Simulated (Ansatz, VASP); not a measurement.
## Two plane-wave programs on LiCl2

```xyz
9
Lattice="7.1333 0.0000 0.0000 -3.5666 6.1776 0.0000 0.0000 0.0000 4.5608" Properties=species:S:1:pos:R:3 pbc="T T T"
Li    3.5666    0.0000    0.0000
Li    1.7833    3.0888    3.0405
Li   -1.7833    3.0888    1.5203
Cl    0.0000    2.3267    0.0000
Cl    5.1183    1.1634    3.0405
Cl    1.5516    5.0142    1.5203
Cl    3.5666    3.8509    0.0000
Cl   -1.5516    5.0142    3.0405
Cl    2.0150    1.1634    1.5203
```

Alike in both runs: functional PBE; k mesh 6 × 6 × 8; occupations gaussian, width 0.1 eV; no spin polarisation.

Ansatz relaxed the structure, and its values are those at the end. VASP's run is a single point on that final structure, the one shown.

|  | VASP | Ansatz |
| --- | --- | --- |
| version | VASP 6.6.1 | Ansatz 0.2.0 |
| potentials or method | VASP PAW PBE potentials, release 64 (Li_sv, Cl), cutoff 520 eV | scalar-relativistic, plane waves, PAW |
| valence electrons in the cell | 51 | 51 |

|  | VASP | Ansatz | Ansatz less VASP |
| --- | --- | --- | --- |
| gap on the k mesh at the Fermi level (eV) | none | none | - |
| rms of the force components (eV/Å) | 0.005 | 0.003 | -0.0021 |

A gap of «none» marks a metal or a gap that the smearing closes.

Noted on VASP's run: the cutoff is short for stress, so the pressure is rough.
